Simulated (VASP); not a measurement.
Crystal: CoO.

```
Co O
1.0
     0.00000    2.29580    2.29580
     2.29580    0.00000    2.29580
     2.29580    2.29580    0.00000
Co O
1 1
Direct
  0.00000 0.00000 0.00000
  0.25000 0.25000 0.25000
```

Base run:

| Quantity | Value |
| --- | --- |
| Program | VASP 6.6.1 |
| Functional | PBE |
| Potentials or basis | VASP PAW PBE potentials, release 64 (Co, O) |
| Cutoff | 520 eV |
| k mesh | 10 × 10 × 10 |
| Occupations | fermi-dirac, width 0.05 eV |
| Spin | collinear spin, ferromagnetic start |
| Starting moments | [2.0, 0.0] μB |

Its results: pressure -6.8 GPa; net moment 2.90 μB per cell; site moments Co +2.49; O +0.32 μB.

Problem. The run is repeated on the same cell with these changes: potentials or basis from VASP PAW PBE potentials, release 64 (Co, O) to VASP PAW PBE potentials, release 64 (Co_sv, O); cutoff from 520 eV to 600 eV; further incar settings from ALGO = Normal; EDIFF = 1e-07; NBANDS = 18 to ALGO = Normal; EDIFF = 1e-06; NBANDS = 22; valence electrons from 15 to 23. What comes out?

Solution. Pressure -8.4 GPa; net moment 2.91 μB per cell; site moments Co +2.43; O +0.31 μB.

Caveats: a cell with one magnetic atom can't hold antiferromagnetic order, which such compounds often take.
